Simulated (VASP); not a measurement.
# HfC (NiAs type) (P6_3/mmc) in VASP: a series of runs

The runs below take HfC (NiAs type) through single point, with PBE.

All numbers are computed with VASP 6.6.1; they aren't measurements. Logs are shortened: lines on timing, memory, paths and dates and some standing lists are left out, and cuts for length are marked.

### Step 1. The cell of the first run

It takes space group P6_3/mmc (No. 194, hexagonal). The conventional cell has a = 3.117 Å, b = 3.117 Å, c = 5.571 Å, α = 90.00°, β = 90.00°, γ = 120.00°. Within 3.2 Å of Hf (site symmetry -3m) lie 6 C at 2.28 Å and 8 Hf at 2.79 to 3.12 Å. Within 3.4 Å of C (site symmetry -6m2) lie 6 Hf at 2.28 Å and 12 C at 3.12 to 3.32 Å.

### Step 2. Single point, PBE

Contents of INCAR:

```
SYSTEM = HfC
PREC = Accurate
ENCUT = 520
EDIFF = 1E-6
ISMEAR = -1
SIGMA = 0.05
LREAL = .FALSE.
LASPH = .TRUE.
NELM = 60
ALGO = Normal
ISIF = 2
LWAVE = .FALSE.
LCHARG = .FALSE.
GGA = PE
NBANDS = 22
```

Contents of KPOINTS:

```
Automatic mesh
0
G
  10 10 6
  0 0 0
```

Contents of POSCAR:

```
HfC
1.0
    3.1172720203      0.0000000000      0.0000000000
   -1.5586360102      2.6996367601      0.0000000000
    0.0000000000      0.0000000000      5.5710710971
Hf C
2 2
Direct
    0.0000000000      0.0000000000      0.0000000000
    0.0000000000      0.0000000000      0.5000000000
    0.3333333333      0.6666666667      0.2500000000
    0.6666666667      0.3333333333      0.7500000000
```

Potentials or basis: VASP PAW PBE potentials, release 64 (Hf_pv, C).

Command:

```sh
> cat potpaw_PBE.64/Hf_pv/POTCAR potpaw_PBE.64/C/POTCAR > POTCAR
> mpirun -np 1 vasp_std > vasp.out
```

OUTCAR:

```text
SYSTEM = HfC
   PREC = Accurate
   ENCUT = 520
   EDIFF = 1E-6
   ISMEAR = -1
   LREAL = .FALSE.
   LASPH = .TRUE.
   NELM = 60
   ISIF = 2
   GGA = PE

 ion  position               nearest neighbor table
   1  0.000  0.000  0.000-   3 2.28   4 2.28   4 2.28   3 2.28   4 2.28   3 2.28   2 2.79   2 2.79

   2  0.000  0.000  0.500-   3 2.28   4 2.28   4 2.28   3 2.28   4 2.28   3 2.28   1 2.79   1 2.79

   3  0.333  0.667  0.250-   1 2.28   2 2.28   1 2.28   2 2.28   1 2.28   2 2.28
   4  0.667  0.333  0.750-   1 2.28   2 2.28   1 2.28   2 2.28   1 2.28   2 2.28

  LATTYP: Found a hexagonal cell.
 ALAT       =     3.1172720203
 C/A-ratio  =     1.7871623204

  Lattice vectors:

 A1 = (   3.1172720203,   0.0000000000,   0.0000000000)
 A2 = (  -1.5586360102,   2.6996367601,   0.0000000000)
 A3 = (   0.0000000000,   0.0000000000,   5.5710710971)

Analysis of symmetry for initial positions (statically):
=====================================================================
 Subroutine PRICEL returns:
 Original cell was already a primitive cell.

 Routine SETGRP: Setting up the symmetry group for a
 hexagonal supercell.

 Subroutine GETGRP returns: Found 24 space group operations
 (whereof 12 operations were pure point group operations)
 out of a pool of 24 trial point group operations.

The static configuration has the point symmetry D_3d.
 The point group associated with its full space group is D_6h.

Analysis of symmetry for dynamics (positions and initial velocities):
=====================================================================
 Subroutine PRICEL returns:
 Original cell was already a primitive cell.

 Routine SETGRP: Setting up the symmetry group for a
 hexagonal supercell.

 Subroutine GETGRP returns: Found 24 space group operations
 (whereof 12 operations were pure point group operations)
 out of a pool of 24 trial point group operations.

The dynamic configuration has the point symmetry D_3d.
 The point group associated with its full space group is D_6h.

 Subroutine INISYM returns: Found 24 space group operations
 (whereof 12 operations are pure point group operations),
 and found     1 'primitive' translations

----------------------------------------------------------------------------------------

                                     Primitive cell

  volume of cell :      46.8834

  direct lattice vectors                    reciprocal lattice vectors
     3.117272020  0.000000000  0.000000000     0.320793307  0.185210102  0.000000000
    -1.558636010  2.699636760  0.000000000     0.000000000  0.370420204  0.000000000
     0.000000000  0.000000000  5.571071097     0.000000000  0.000000000  0.179498696

  length of vectors
     3.117272020  3.117272020  5.571071097     0.370420204  0.370420204  0.179498696

  position of ions in fractional coordinates (direct lattice)
     0.000000000  0.000000000  0.000000000
     0.000000000  0.000000000  0.500000000
     0.333333333  0.666666667  0.250000000
     0.666666667  0.333333333  0.750000000

  ion indices of the primitive-cell ions
   primitive index   ion index
                 1           1
                 2           2
                 3           3
                 4           4

----------------------------------------------------------------------------------------

 KPOINTS: Automatic mesh

Automatic generation of k-mesh.
 Grid dimensions read from file:
 generate k-points for:   10   10    6

 Generating k-lattice:

  Cartesian coordinates                     Fractional coordinates (reciprocal lattice)
     0.032079331  0.018521010  0.000000000     0.100000000 -0.000000000  0.000000000
     0.000000000  0.037042020  0.000000000     0.000000000  0.100000000  0.000000000
     0.000000000  0.000000000  0.029916449     0.000000000  0.000000000  0.166666667

  Length of vectors
     0.037042020  0.037042020  0.029916449

  Shift w.r.t. Gamma in fractional coordinates (k-lattice)
     0.000000000  0.000000000  0.000000000

 Subroutine IBZKPT returns following result:
 ===========================================

 Found     56 irreducible k-points:

 Following reciprocal coordinates:
            Coordinates               Weight
  0.000000  0.000000  0.000000      1.000000
  0.100000 -0.000000  0.000000      6.000000
  0.200000 -0.000000  0.000000      6.000000
  0.300000 -0.000000  0.000000      6.000000
  0.400000 -0.000000  0.000000      6.000000
  0.500000  0.000000  0.000000      3.000000
[... 16 lines left out ...]
  0.300000  0.100000  0.166667     24.000000
  0.400000  0.100000  0.166667     24.000000
 [... further k-points ...]
   k-points           NKPTS =     56   k-points in BZ     NKDIM =     56   number of bands    NBANDS=     22
   number of dos      NEDOS =    301   number of ions     NIONS =      4
   total plane-waves  NPLWV =  24192
   dimension x,y,z NGX =    24 NGY =   24 NGZ =   42
   dimension x,y,z NGXF=    48 NGYF=   48 NGZF=   84
   ions per type =               2   2
   NGX,Y,Z   is equivalent  to a cutoff of  12.80, 12.80, 12.53 a.u.
   NGXF,Y,Z  is equivalent  to a cutoff of  25.60, 25.60, 25.07 a.u.
 SYSTEM =  HfC
   PREC   = accura    normal or accurate (medium, high low for compatibility)
   ISTART =      0    job   : 0-new  1-cont  2-samecut
   ICHARG =      2    charge: 1-file 2-atom 10-const
   ISPIN  =      1    spin polarized calculation?
   LNONCOLLINEAR =      F non collinear calculations
   LSORBIT =      F    spin-orbit coupling
   LASPH  =      T    aspherical Exc in radial PAW
   ENCUT  =  520.0 eV  38.22 Ry    6.18 a.u.   5.80  5.80 10.36*2*pi/ulx,y,z
   NELM   =     60;   NELMIN=  2; NELMDL= -5     # of ELM steps
   EDIFF  = 0.1E-05   stopping-criterion for ELM
   LREAL  =      F    real-space projection
   EDIFFG = 0.1E-04   stopping-criterion for IOM
   NSW    =      0    number of steps for IOM
   IBRION =     -1    ionic relax: 0-MD 1-quasi-New 2-CG
   NFREE  =      0    steps in history (QN), initial steepest desc. (CG)
   ISIF   =      2    stress and relaxation
   ISYM   =      2    0-nonsym 1-usesym 2-fastsym
   POTIM  = 0.5000    time-step for ionic-motion
   TEBEG  =    0.0;   TEEND  =   0.0 temperature during run
   PSTRESS=    0.0 pullay stress
   NELECT =      28.0000    total number of electrons
   NUPDOWN=      -1.0000    fix difference up-down
   EMIN   =  10.00;   EMAX   =-10.00  energy-range for DOS
   EFERMI =   0.00;   METHOD = LEGACY
   ISMEAR =    -1;   SIGMA  =   0.05  broadening in eV -4-tet -1-fermi 0-gaus
   EFERMI_NEDOS =   21; number of points for ismear=-14 and -15
   IALGO  =     38    algorithm
   IMIX   =      4    mixing-type and parameters
     AMIX     =   0.40;   BMIX     =  1.00
     AMIX_MAG =   1.60;   BMIX_MAG =  1.00
  volume/ion in A,a.u.               =      11.72        79.10
  Fermi-wavevector in a.u.,A,eV,Ry     =   1.378652  2.605274 25.860333  1.900681
  Thomas-Fermi vector in A             =   2.503694
   LORBIT       =      0    0 simple, 1 ext, 2 COOP (PROOUT), +10 PAW based schemes
   GGA     = PE    functional components
   LHFCALC =     F    Hartree Fock is set to
   AEXX    =    0.0000 exact exchange contribution
   IVDW    =     0    specifies the selected vdW correction
   LEPSILON=     F    determine dielectric tensor
   LRPA    =     F    only Hartree local field effects (RPA)
 non-spin polarized calculation
  energy-cutoff  :      520.00
  volume of cell :       46.88
 maximum number of plane-waves:      1278
 NGX is ok and might be reduce to    24
   NGX = 11   NGY = 11   NGZ = 21

 number of electron      27.9999998 magnetization

 Free energy of the ion-electron system (eV)
  ---------------------------------------------------
  ext. energy  EPLUGINS =         0.00000000
  ---------------------------------------------------
  free energy    TOTEN  =       -39.36576310 eV

  energy without entropy =      -39.35812022  energy(sigma->0) =      -39.36194166

 E-fermi :   6.3691     XC(G=0): -12.5858

 val. band max:        6.2815502348   @ k =   0.2000  -0.0000   0.1667
 cond. band min:       6.3772537267   @ k =   0.2000   0.1000   0.0000
 fundamental gap:      0.0957034919
 Fermi energy:         6.3690872164

 k-point     1 :       0.0000    0.0000    0.0000
  band No.  band energies     occupation
      1     -23.9912      2.00000
      2     -22.8722      2.00000
      3     -22.8722      2.00000
      4     -22.7103      2.00000
      5     -22.7103      2.00000
      6     -22.4728      2.00000
[... 14 lines left out ...]
     21      13.5565      0.00000
     22      13.9481      0.00000

 k-point     2 :       0.1000   -0.0000    0.0000
  band No.  band energies     occupation
      1     -23.9706      2.00000
      2     -22.9640      2.00000
      3     -22.8919      2.00000
      4     -22.7896      2.00000
      5     -22.7275      2.00000
      6     -22.4624      2.00000
[... 14 lines left out ...]
     21      13.6536      0.00000
     22      14.8832      0.00000

 k-point     3 :       0.2000   -0.0000    0.0000
  band No.  band energies     occupation
      1     -23.9164      2.00000
      2     -23.1966      2.00000
      3     -22.9923      2.00000
      4     -22.9431      2.00000
      5     -22.7721      2.00000
      6     -22.4350      2.00000
[... 14 lines left out ...]
     21      14.2116      0.00000
     22      15.3180      0.00000
[... 476 lines left out ...]
 k-point    23 :       0.3000    0.1000    0.1667
  band No.  band energies     occupation
      1     -23.7242      2.00000
      2     -23.5646      2.00000
      3     -23.3486      2.00000
      4     -23.0682      2.00000
      5     -22.9050      2.00000
      6     -22.4871      2.00000
[... 14 lines left out ...]
     21      14.4183      0.00000
     22      15.3335      0.00000

 k-point    24 :       0.4000    0.1000    0.1667
  band No.  band energies     occupation
      1     -23.7089      2.00000
      2     -23.6753      2.00000
      3     -23.4703      2.00000
      4     -23.1127      2.00000
      5     -22.9445      2.00000
      6     -22.4664      2.00000
[... 14 lines left out ...]
     21      14.7768      0.00000
     22      15.3186      0.00000

 [... further k-points ...]

------------------------ aborting loop because EDIFF is reached ----------------------------------------

  FORCE on cell =-STRESS in cart. coord.  units (eV):
  Direction    XX          YY          ZZ          XY          YZ          ZX
  --------------------------------------------------------------------------------------
  -------------------------------------------------------------------------------------
  Total        9.8992631      9.8992631      9.6995247     -0.0000000     -0.0000000     -0.0000000
  in kB      338.2943265    338.2943265    331.4685301     -0.0000000     -0.0000000     -0.0000000
  external PRESSURE =     336.0190610 kB  Pullay stress =       0.0000000 kB

 VOLUME and BASIS-vectors are now :
 -----------------------------------------------------------------------------
  energy-cutoff  :      520.00
  volume of cell :       46.88
      direct lattice vectors                 reciprocal lattice vectors
     3.117272020  0.000000000  0.000000000     0.320793307  0.185210102  0.000000000
    -1.558636010  2.699636760  0.000000000     0.000000000  0.370420204  0.000000000
     0.000000000  0.000000000  5.571071097     0.000000000  0.000000000  0.179498696

 POSITION                                       TOTAL-FORCE (eV/Angst)
 -----------------------------------------------------------------------------------
      0.00000      0.00000      0.00000        -0.000000      0.000000      0.000000
      0.00000      0.00000      2.78554        -0.000000      0.000000      0.000000
     -0.00000      1.79976      1.39277        -0.000000      0.000000     -0.000000
      1.55864      0.89988      4.17830         0.000000     -0.000000      0.000000
 -----------------------------------------------------------------------------------
    total drift:                               -0.000000      0.000000      0.000000

  FREE ENERGIE OF THE ION-ELECTRON SYSTEM (eV)
  ---------------------------------------------------
  free  energy   TOTEN  =       -39.3657631027 eV

  energy  without entropy=      -39.3581202156  energy(sigma->0) =      -39.36194166
```

It took 39 s on 1 thread of Intel Xeon Platinum 8488C (Sapphire Rapids), shared host; peak memory 0.19 GiB.

Results:

- Free energy: -39.3658 eV
- Pressure: 33.6 GPa
- Band gap on the k mesh: zero (bands 14 and 15 overlap by 1.75 eV)

Caveat: the cell stands under pressure; spin-orbit coupling is left out, which moves the levels of the heavy elements.

(Continued in part 2 of 2.)
